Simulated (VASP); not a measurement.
Here is a VASP 6.6.1 calculation.

The input POSCAR:

```
KI
1.0
    0.0000000000      3.2425860000      3.8065140000
    3.2425860000      0.0000000000      3.8065140000
    3.2425860000      3.2425860000      0.0000000000
K I
1 1
Direct
    0.0000000000      0.0000000000      0.0000000000
    0.5000000000      0.5000000000      0.5000000000
```

The input INCAR.step1:

```
SYSTEM = KI
ALGO = Normal
EDIFF = 1E-4
ENCUT = 520
GGA = PE
ISMEAR = 0
LASPH = .TRUE.
LCHARG = .FALSE.
LREAL = .FALSE.
LWAVE = .TRUE.
NBANDS = 15
NELM = 100
PREC = Accurate
SIGMA = 0.05
```

INCAR.step2

```
SYSTEM = KI
ALGO = Normal
EDIFF = 1E-7
ENCUT = 520
ISIF = 2
ISMEAR = 0
ISTART = 1
LASPH = .TRUE.
LCHARG = .FALSE.
LMIXTAU = .TRUE.
LREAL = .FALSE.
LWAVE = .FALSE.
METAGGA = R2SCAN
NBANDS = 15
NELM = 100
PREC = Accurate
SIGMA = 0.05
```

File KPOINTS:

```
k-points
0
G
  6 6 6
  0 0 0
```

Potentials or basis: VASP PAW PBE potentials, release 64 (K_sv, I).

Command:

```sh
$ cat potpaw_PBE.64/K_sv/POTCAR potpaw_PBE.64/I/POTCAR > POTCAR
$ cp INCAR.step1 INCAR
$ mpirun -np 1 vasp_std > vasp.out
$ cp INCAR.step2 INCAR
$ mpirun -np 1 vasp_std > vasp.out
```

Task: What does it give for the pressure?

Result: 3.0 GPa.

Task: Predict the band gap on the k mesh.

Result: 4.68 eV, direct.

Stress tensor (GPa, compression positive):
```
 5.08  0.00  0.00
 0.00  5.08  0.00
 0.00  0.00 -1.04
```

Caveat: the cell differs from its parent crystal (strain -0.080 along x and y, +0.080 along z); the PAW data sets were made with another functional, which shifts forces and pressure a little; spin-orbit coupling is left out, which moves the levels of the heavy elements. A k mesh can miss the band edges.
